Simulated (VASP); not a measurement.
Write the native input for VASP 6.6.1 that does the following.

```
Task                   : single point
Functional             : PBE
Potentials or basis    : VASP PAW PBE potentials, release 64 (Au)
Cutoff                 : 500 eV
k mesh                 : 11 × 11 × 11
Occupations            : gaussian, width 0.012 eV
Spin                   : no spin polarisation
Dipole correction      : no
Further INCAR settings : ALGO = Normal; EDIFF = 1e-06; NBANDS = 12
```

The structure of Au lies in POSCAR:

```
Au
1.0
   -1.6572690000      1.6572690000      1.6572690000
    1.6572690000     -1.6572690000      1.6572690000
    1.6572690000      1.6572690000     -1.6572690000
Au
1
Direct
    0.0000000000      0.0000000000      0.0000000000
```

The input as run:

INCAR

```
SYSTEM = Au
  PREC = Accurate
  ENCUT = 500
  EDIFF = 1E-6
  ISMEAR = 0
  SIGMA = 0.012
  LREAL = .False.
  LASPH = .True.
  NELM = 120
  ALGO = Normal
  ISIF = 2
  LWAVE = .False.
  LCHARG = .False.
  GGA = PE
  NBANDS = 12
  GGA_COMPAT = .False.
```

KPOINTS

```
regular mesh
0
Gamma
  11 11 11
  0 0 0
```

Potentials or basis: VASP PAW PBE potentials, release 64 (Au).

Command:

```bash
$ cat potpaw_PBE.64/Au/POTCAR > POTCAR
$ mpirun -np 1 vasp_std > vasp.out
```

Results of the run:

| Item | Value |
| --- | --- |
| Pressure | -1.1 GPa |

Run time: 11 s on 1 thread of Intel(R) Xeon(R) Platinum 8375C CPU @ 2.90GHz (Ice Lake) (shared host), peak memory 0.14 GiB.
